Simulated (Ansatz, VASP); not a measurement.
# One calculation of ZrO2, two programs

```
Zr O
1.0
     3.59610    0.00000    0.00000
     0.00000    3.59610    0.00000
     0.00000    0.00000    5.17700
Zr O
2 4
Direct
  0.00000 0.00000 0.00000
  0.50000 0.50000 0.50000
  0.00000 0.50000 0.20300
  0.00000 0.50000 0.70300
  0.50000 0.00000 0.29700
  0.50000 0.00000 0.79700
```

Alike in both runs: task relaxation of the atoms; functional PBEsol; k mesh 6 × 6 × 5; occupations fermi-dirac, width 0.02 eV; no spin polarisation.

|  | VASP | Ansatz |
| --- | --- | --- |
| version | VASP 6.6.1 | Ansatz 0.2.0 |
| potentials or method | VASP PAW PBE potentials, release 64 (Zr_sv, O) | plane-wave PAW, scalar-relativistic |
| plane-wave cutoff (eV) | 520 | 420 |
| valence electrons in the cell | 48 | 48 |

Ansatz gave:

| Quantity | Value |
| --- | --- |
| gap on the k mesh at the Fermi level, each at its own relaxed structure (eV) | 3.97 |

Problem. Which values does VASP return?

Solution. gap on the k mesh at the Fermi level, each at its own relaxed structure (eV): 3.95.

VASP's potentials were made for PBE, not for PBEsol, and Ansatz warns of the same on its side. Ansatz's warnings: stress scf threshold loose.
